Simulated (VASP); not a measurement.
# KI in VASP: notebook

The runs below take KI through single point, with PBE, r2SCAN.

Everything below comes from runs of VASP 6.6.1. Logs are shortened: lines on timing, memory, paths and dates and some standing lists are left out, and cuts for length are marked.

**1. The cell of the first run**

The typed cell holds 4 atoms: a = 4.942 Å, b = 4.942 Å, c = 8.591 Å, α = 90.00°, β = 90.00°, γ = 119.99°.

**2. Single point, PBE (biaxial xy strain +0.9%)**

Contents of INCAR:

```
  PREC = Accurate
  ENCUT = 500
  EDIFF = 1E-6
  ISMEAR = -1
  SIGMA = 0.02
  LREAL = F
  LASPH = T
  NELM = 120
  ALGO = Normal
  ISIF = 2
  LWAVE = F
  LCHARG = F
  GGA = PE
  NBANDS = 24
  GGA_COMPAT = F
```

Contents of KPOINTS:

```
Automatic mesh
0
Gamma
  6 6 4
```

Contents of POSCAR:

```
KI
1.0
    2.4713992820     -4.2801439661      0.0000000000
    2.4713992820      4.2801439661      0.0000000000
    0.0000000000      0.0000000000      8.5908184480
K I
2 2
Direct
    0.5000000000      0.5000000000      0.5000000000
    0.5000000000      0.5000000000      0.0000000000
    0.8333974866      0.1666025134      0.2500000000
    0.1666025134      0.8333974866      0.7500000000
```

Potentials or basis: VASP PAW PBE potentials, release 64 (K_sv, I).

The run is started by

```console
$ cat potpaw_PBE.64/K_sv/POTCAR potpaw_PBE.64/I/POTCAR > POTCAR
$ mpirun -np 1 vasp_std > vasp.out
```

OUTCAR:

```text
PREC = Accurate
   ENCUT = 500
   EDIFF = 1E-6
   ISMEAR = -1
   LREAL = F
   LASPH = T
   NELM = 120
   ISIF = 2
   GGA = PE

 ion  position               nearest neighbor table
   1  0.500  0.500  0.500-   4 3.57   3 3.57   4 3.57   3 3.57   3 3.57   4 3.57
   2  0.500  0.500  0.000-   4 3.57   3 3.57   4 3.57   3 3.57   3 3.57   4 3.57
   3  0.833  0.167  0.250-   1 3.57   2 3.57   1 3.57   2 3.57   1 3.57   2 3.57
   4  0.167  0.833  0.750-   1 3.57   2 3.57   1 3.57   2 3.57   1 3.57   2 3.57

  LATTYP: Found a base centered orthorhombic cell.
 ALAT       =     4.9427985640
 B/A-ratio  =     1.7318706845
 C/A-ratio  =     1.7380474516

  Lattice vectors:

 A1 = (   2.4713992820,  -4.2801439661,   0.0000000000)
 A2 = (   2.4713992820,   4.2801439661,   0.0000000000)
 A3 = (   0.0000000000,   0.0000000000,   8.5908184480)

Analysis of symmetry for initial positions (statically):
=====================================================================
 Subroutine PRICEL returns:
 Original cell was already a primitive cell.

 Routine SETGRP: Setting up the symmetry group for a
 base centered orthorhombic supercell.

 Subroutine GETGRP returns: Found  8 space group operations
 (whereof  4 operations were pure point group operations)
 out of a pool of  8 trial point group operations.

The static configuration has the point symmetry C_2h.
 The point group associated with its full space group is D_2h.

Analysis of symmetry for dynamics (positions and initial velocities):
=====================================================================
 Subroutine PRICEL returns:
 Original cell was already a primitive cell.

 Routine SETGRP: Setting up the symmetry group for a
 base centered orthorhombic supercell.

 Subroutine GETGRP returns: Found  8 space group operations
 (whereof  4 operations were pure point group operations)
 out of a pool of  8 trial point group operations.

The dynamic configuration has the point symmetry C_2h.
 The point group associated with its full space group is D_2h.

 Subroutine INISYM returns: Found  8 space group operations
 (whereof  4 operations are pure point group operations),
 and found     1 'primitive' translations

----------------------------------------------------------------------------------------

                                     Primitive cell

  volume of cell :     181.7464

  direct lattice vectors                    reciprocal lattice vectors
     2.471399282 -4.280143966  0.000000000     0.202314536 -0.116818500  0.000000000
     2.471399282  4.280143966  0.000000000     0.202314536  0.116818500  0.000000000
     0.000000000  0.000000000  8.590818448     0.000000000  0.000000000  0.116403345

  length of vectors
     4.942413053  4.942413053  8.590818448     0.233618779  0.233618779  0.116403345

  position of ions in fractional coordinates (direct lattice)
     0.500000000  0.500000000  0.500000000
     0.500000000  0.500000000  0.000000000
     0.833397487  0.166602513  0.250000000
     0.166602513  0.833397487  0.750000000

  ion indices of the primitive-cell ions
   primitive index   ion index
                 1           1
                 2           2
                 3           3
                 4           4

----------------------------------------------------------------------------------------

 KPOINTS: Automatic mesh

Automatic generation of k-mesh.
 Grid dimensions read from file:
 generate k-points for:    6    6    4

 Generating k-lattice:

  Cartesian coordinates                     Fractional coordinates (reciprocal lattice)
     0.033719089 -0.019469750  0.000000000     0.166666667  0.000000000  0.000000000
     0.033719089  0.019469750  0.000000000     0.000000000  0.166666667  0.000000000
     0.000000000  0.000000000  0.029100836     0.000000000  0.000000000  0.250000000

  Length of vectors
     0.038936463  0.038936463  0.029100836

  Shift w.r.t. Gamma in fractional coordinates (k-lattice)
     0.000000000  0.000000000  0.000000000

 Subroutine IBZKPT returns following result:
 ===========================================

 Found     39 irreducible k-points:

 Following reciprocal coordinates:
            Coordinates               Weight
  0.000000  0.000000  0.000000      1.000000
  0.166667  0.000000  0.000000      4.000000
  0.333333  0.000000  0.000000      4.000000
  0.500000 -0.000000  0.000000      2.000000
  0.166667  0.166667  0.000000      2.000000
  0.333333  0.166667  0.000000      4.000000
[... 16 lines left out ...]
  0.333333  0.333333  0.250000      4.000000
  0.500000  0.333333  0.250000      8.000000
 [... further k-points ...]
   k-points           NKPTS =     39   k-points in BZ     NKDIM =     39   number of bands    NBANDS=     24
   number of dos      NEDOS =    301   number of ions     NIONS =      4
   total plane-waves  NPLWV =  82944
   dimension x,y,z NGX =    36 NGY =   36 NGZ =   64
   dimension x,y,z NGXF=    72 NGYF=   72 NGZF=  128
   ions per type =               2   2
   NGX,Y,Z   is equivalent  to a cutoff of  12.11, 12.11, 12.39 a.u.
   NGXF,Y,Z  is equivalent  to a cutoff of  24.22, 24.22, 24.77 a.u.
 SYSTEM =  unknown system
   PREC   = accura    normal or accurate (medium, high low for compatibility)
   ISTART =      0    job   : 0-new  1-cont  2-samecut
   ICHARG =      2    charge: 1-file 2-atom 10-const
   ISPIN  =      1    spin polarized calculation?
   LNONCOLLINEAR =      F non collinear calculations
   LSORBIT =      F    spin-orbit coupling
   LASPH  =      T    aspherical Exc in radial PAW
   ENCUT  =  500.0 eV  36.75 Ry    6.06 a.u.   9.01  9.01 15.66*2*pi/ulx,y,z
   NELM   =    120;   NELMIN=  2; NELMDL= -5     # of ELM steps
   EDIFF  = 0.1E-05   stopping-criterion for ELM
   LREAL  =      F    real-space projection
   EDIFFG = 0.1E-04   stopping-criterion for IOM
   NSW    =      0    number of steps for IOM
   IBRION =     -1    ionic relax: 0-MD 1-quasi-New 2-CG
   NFREE  =      0    steps in history (QN), initial steepest desc. (CG)
   ISIF   =      2    stress and relaxation
   ISYM   =      2    0-nonsym 1-usesym 2-fastsym
   POTIM  = 0.5000    time-step for ionic-motion
   TEBEG  =    0.0;   TEEND  =   0.0 temperature during run
   PSTRESS=    0.0 pullay stress
   NELECT =      32.0000    total number of electrons
   NUPDOWN=      -1.0000    fix difference up-down
   EMIN   =  10.00;   EMAX   =-10.00  energy-range for DOS
   EFERMI =   0.00;   METHOD = LEGACY
   ISMEAR =    -1;   SIGMA  =   0.02  broadening in eV -4-tet -1-fermi 0-gaus
   EFERMI_NEDOS =   21; number of points for ismear=-14 and -15
   IALGO  =     38    algorithm
   IMIX   =      4    mixing-type and parameters
     AMIX     =   0.40;   BMIX     =  1.00
     AMIX_MAG =   1.60;   BMIX_MAG =  1.00
  volume/ion in A,a.u.               =      45.44       306.62
  Fermi-wavevector in a.u.,A,eV,Ry     =   0.917564  1.733944 11.455059  0.841923
  Thomas-Fermi vector in A             =   2.042547
   LORBIT       =      0    0 simple, 1 ext, 2 COOP (PROOUT), +10 PAW based schemes
   GGA     = PE    functional components
   LHFCALC =     F    Hartree Fock is set to
   AEXX    =    0.0000 exact exchange contribution
   IVDW    =     0    specifies the selected vdW correction
   LEPSILON=     F    determine dielectric tensor
   LRPA    =     F    only Hartree local field effects (RPA)
 non-spin polarized calculation
  energy-cutoff  :      500.00
  volume of cell :      181.75
 maximum number of plane-waves:      4638
   NGX = 17   NGY = 17   NGZ = 31

 number of electron      32.0000001 magnetization

 Free energy of the ion-electron system (eV)
  ---------------------------------------------------
  ext. energy  EPLUGINS =         0.00000000
  ---------------------------------------------------
  free energy    TOTEN  =       -11.05089772 eV

  energy without entropy =      -11.05089772  energy(sigma->0) =      -11.05089772

 E-fermi :  -0.0778     XC(G=0):  -7.0557

 val. band max:       -0.5044437207   @ k =   0.0000   0.0000   0.0000
 cond. band min:       3.3263951725   @ k =   0.0000   0.0000   0.0000
 fundamental gap:      3.8308388932
 Fermi energy:        -0.0777867862

 k-point     1 :       0.0000    0.0000    0.0000
  band No.  band energies     occupation
      1     -29.1791      2.00000
      2     -29.1743      2.00000
      3     -12.8207      2.00000
      4     -12.6636      2.00000
      5     -12.6635      2.00000
      6     -12.6513      2.00000
[... 16 lines left out ...]
     23       6.3867      0.00000
     24       7.1291      0.00000

 k-point     2 :       0.1667    0.0000    0.0000
  band No.  band energies     occupation
      1     -29.1787      2.00000
      2     -29.1740      2.00000
      3     -12.8015      2.00000
      4     -12.6918      2.00000
      5     -12.6662      2.00000
      6     -12.6610      2.00000
[... 16 lines left out ...]
     23       6.5711      0.00000
     24       6.8054      0.00000

 k-point     3 :       0.3333    0.0000    0.0000
  band No.  band energies     occupation
      1     -29.1779      2.00000
      2     -29.1733      2.00000
      3     -12.7725      2.00000
      4     -12.7329      2.00000
      5     -12.6802      2.00000
      6     -12.6715      2.00000
[... 16 lines left out ...]
     23       7.0731      0.00000
     24       7.5287      0.00000

 k-point     4 :       0.5000   -0.0000    0.0000
  band No.  band energies     occupation
      1     -29.1775      2.00000
      2     -29.1730      2.00000
      3     -12.7825      2.00000
      4     -12.7263      2.00000
      5     -12.6897      2.00000
      6     -12.6741      2.00000
[... 16 lines left out ...]
     23       7.5931      0.00000
     24       7.6568      0.00000

 k-point     5 :       0.1667    0.1667    0.0000
  band No.  band energies     occupation
      1     -29.1781      2.00000
      2     -29.1735      2.00000
      3     -12.7727      2.00000
      4     -12.7264      2.00000
      5     -12.6746      2.00000
      6     -12.6735      2.00000
[... 451 lines left out ...]
 k-point    22 :      -0.1667    0.1667    0.2500
  band No.  band energies     occupation
      1     -29.1780      2.00000
      2     -29.1747      2.00000
      3     -12.7805      2.00000
      4     -12.6932      2.00000
      5     -12.6643      2.00000
      6     -12.6643      2.00000
[... 16 lines left out ...]
     23       6.6503      0.00000
     24       6.8094      0.00000

 k-point    23 :       0.3333    0.3333    0.2500
  band No.  band energies     occupation
      1     -29.1767      2.00000
      2     -29.1734      2.00000
      3     -12.7259      2.00000
      4     -12.7259      2.00000
      5     -12.7160      2.00000
      6     -12.6814      2.00000
[... 16 lines left out ...]
     23       7.5088      0.00000
     24       7.6700      0.00000

 k-point    24 :       0.5000    0.3333    0.2500
  band No.  band energies     occupation
      1     -29.1768      2.00000
      2     -29.1736      2.00000
      3     -12.7516      2.00000
      4     -12.7224      2.00000
      5     -12.6971      2.00000
      6     -12.6814      2.00000
[... 16 lines left out ...]
     23       7.1988      0.00000
     24       7.6403      0.00000

 [... further k-points ...]
[... 5 lines left out ...]
  --------------------------------------------------------------------------------------
  -------------------------------------------------------------------------------------
  Total        0.2674928      0.2664893      0.3702346      0.0000000      0.0000000      0.0000000
  in kB        2.3580706      2.3492249      3.2637863      0.0000000      0.0000000      0.0000000
  external PRESSURE =       2.6570273 kB  Pullay stress =       0.0000000 kB

 VOLUME and BASIS-vectors are now :
 -----------------------------------------------------------------------------
  energy-cutoff  :      500.00
  volume of cell :      181.75
      direct lattice vectors                 reciprocal lattice vectors
     2.471399282 -4.280143966  0.000000000     0.202314536 -0.116818500  0.000000000
     2.471399282  4.280143966  0.000000000     0.202314536  0.116818500  0.000000000
     0.000000000  0.000000000  8.590818448     0.000000000  0.000000000  0.116403345

 POSITION                                       TOTAL-FORCE (eV/Angst)
 -----------------------------------------------------------------------------------
      2.47140      0.00000      4.29541         0.000000     -0.000000      0.000000
      2.47140      0.00000      0.00000        -0.000000      0.000000      0.000000
      2.47140     -2.85398      2.14770        -0.000000      0.000456     -0.000000
      2.47140      2.85398      6.44311        -0.000000     -0.000456     -0.000000
 -----------------------------------------------------------------------------------
    total drift:                                0.000000      0.000000      0.000000

  FREE ENERGIE OF THE ION-ELECTRON SYSTEM (eV)
  ---------------------------------------------------
  free  energy   TOTEN  =       -11.0508977169 eV

  energy  without entropy=      -11.0508977169  energy(sigma->0) =      -11.05089772
```

It took 2.5 min on 1 thread of Oxide Virtual Turin-like, shared host; peak memory 0.31 GiB.

Results:

```yaml
Free_energy: -11.0509 eV
Pressure: 0.3 GPa
Band_gap_on_the_k_mesh: 3.83 eV
```

Stress tensor (GPa, compression positive):
```
0.24 0.00 0.00
0.00 0.23 0.00
0.00 0.00 0.33
```

Caveat: the cell differs from its parent crystal (biaxial xy strain +0.9%); spin-orbit coupling is left out, which moves the levels of the heavy elements.

**3. Single point, r2SCAN (biaxial xy strain +0.9%)**

POSCAR is that of step 2.

Contents of INCAR.step1:

```
SYSTEM = KI
ALGO     = Normal         ! electronic algorithm
EDIFF    = 1E-5           ! SCF threshold, eV
ENCUT    = 550            ! plane-wave cutoff, eV
GGA      = PE             ! functional
GGA_COMPAT= .FALSE.      
ISMEAR   = 0              ! smearing method
LASPH    = .TRUE.         ! aspherical terms in the spheres
LCHARG   = .FALSE.        ! write CHGCAR
LREAL    = .FALSE.        ! projectors in reciprocal space
LWAVE    = .TRUE.         ! write WAVECAR
NBANDS   = 24             ! bands
NELM     = 120            ! most SCF steps
PREC     = Accurate       ! precision mode
SIGMA    = 0.01           ! smearing width, eV
```

Contents of INCAR.step2:

```
SYSTEM = KI
ALGO     = Normal         ! electronic algorithm
EDIFF    = 1E-6           ! SCF threshold, eV
ENCUT    = 550            ! plane-wave cutoff, eV
GGA_COMPAT= .FALSE.      
ISIF     = 2              ! what is computed and relaxed
ISMEAR   = 0              ! smearing method
ISTART   = 1            
LASPH    = .TRUE.         ! aspherical terms in the spheres
LCHARG   = .FALSE.        ! write CHGCAR
LMIXTAU  = .TRUE.       
LREAL    = .FALSE.        ! projectors in reciprocal space
LWAVE    = .FALSE.        ! write WAVECAR
METAGGA  = R2SCAN         ! meta-GGA
NBANDS   = 24             ! bands
NELM     = 120            ! most SCF steps
PREC     = Accurate       ! precision mode
SIGMA    = 0.01           ! smearing width, eV
```

Contents of KPOINTS:

```
k-points
0
G
  6 6 4
  0 0 0
```

Potentials or basis: VASP PAW PBE potentials, release 64 (K_sv, I).

The run is started by

```console
$ cat potpaw_PBE.64/K_sv/POTCAR potpaw_PBE.64/I/POTCAR > POTCAR
$ cp INCAR.step1 INCAR
$ mpirun -np 1 vasp_std > vasp.out
$ cp INCAR.step2 INCAR
$ mpirun -np 1 vasp_std > vasp.out
```

It took 23 min on 1 thread of Oxide Virtual Turin-like, shared host; peak memory 0.42 GiB.

The run converged. Its results:

* Free energy: -67.8863 eV
* Pressure: -0.2 GPa
* Band gap on the k mesh: 4.47 eV

Levels at points of the mesh, in eV from the valence-band top:
| k point | band 12 | band 13 | band 14 | band 15 | band 16 | band 17 | band 18 | band 19 | band 20 | band 21 |
| --- | --- | --- | --- | --- | --- | --- | --- | --- | --- | --- |
| (0.00, 0.00, 0.00) | -0.26 | -0.26 | -0.17 | 0.00 | 0.00 | 4.47 | 6.04 | 6.25 | 7.28 | 7.28 |
| (0.50, 0.00, 0.00) | -0.90 | -0.65 | -0.56 | -0.34 | -0.34 | 5.59 | 6.32 | 6.38 | 7.67 | 8.14 |
| (0.50, 0.50, 0.00) | -0.90 | -0.65 | -0.56 | -0.34 | -0.34 | 5.59 | 6.32 | 6.38 | 7.67 | 8.13 |
| (0.00, 0.00, 0.50) | -0.83 | -0.14 | -0.14 | -0.14 | -0.14 | 5.54 | 5.54 | 6.89 | 6.89 | 7.65 |
| (0.50, 0.00, 0.50) | -1.16 | -0.49 | -0.49 | -0.34 | -0.34 | 6.17 | 6.17 | 6.21 | 6.21 | 8.75 |
| (0.50, 0.50, 0.50) | -1.16 | -0.49 | -0.49 | -0.34 | -0.34 | 6.17 | 6.17 | 6.21 | 6.21 | 8.75 |

Caveat: the cell differs from its parent crystal (biaxial xy strain +0.9%); the PAW data sets were made with another functional, which shifts forces and pressure a little; spin-orbit coupling is left out, which moves the levels of the heavy elements.
